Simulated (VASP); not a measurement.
## Mo: single point with PBE

The system is Mo.

```
Mo
1.0
    -2.17492    1.60920    1.60920
     1.60920   -2.17492    1.60920
     1.60920    1.60920   -2.17492
Mo
1
Direct
  0.00000 0.00000 0.00000
```

```yaml
Program: VASP 6.6.1
Task: single point
Functional: PBE
Potentials_or_basis: VASP PAW PBE potentials, release 64 (Mo_sv)
Cutoff: 520 eV
k_mesh: 22 × 22 × 22
Occupations: gaussian, width 0.15 eV
Spin: no spin polarisation
```

The pressure is 171.5 GPa and the band gap on the k mesh is zero (band 7 reaches 15.91 eV, above the bottom of band 8 at 9.74 eV).

Stress tensor (GPa, compression positive):
```
171.54 173.40 173.40
173.40 171.54 173.40
173.40 173.40 171.54
```

Levels at points of the mesh, in eV from the Fermi level:
```csv
k point,band 3,band 4,band 5,band 6,band 7,band 8,band 9,band 10,band 11,band 12
"(0.00, 0.00, 0.00)",-36.62,-28.27,-9.39,-4.16,-3.47,-3.47,9.12,10.12,10.12,18.69
"(0.50, 0.00, 0.00)",-33.89,-33.76,-8.28,-7.41,1.60,2.54,5.62,5.66,11.95,17.48
"(0.50, 0.50, 0.00)",-36.74,-28.28,-7.40,-5.35,-0.86,0.09,5.83,9.76,10.18,10.38
"(0.50, 0.50, 0.50)",-33.93,-33.93,-8.44,-8.44,2.70,2.70,9.54,10.11,10.11,13.92
```

Run time: 100 s on 1 thread of AMD EPYC 9R45 96-Core Processor (Zen 5), with other jobs on the host, peak memory 0.27 GiB.
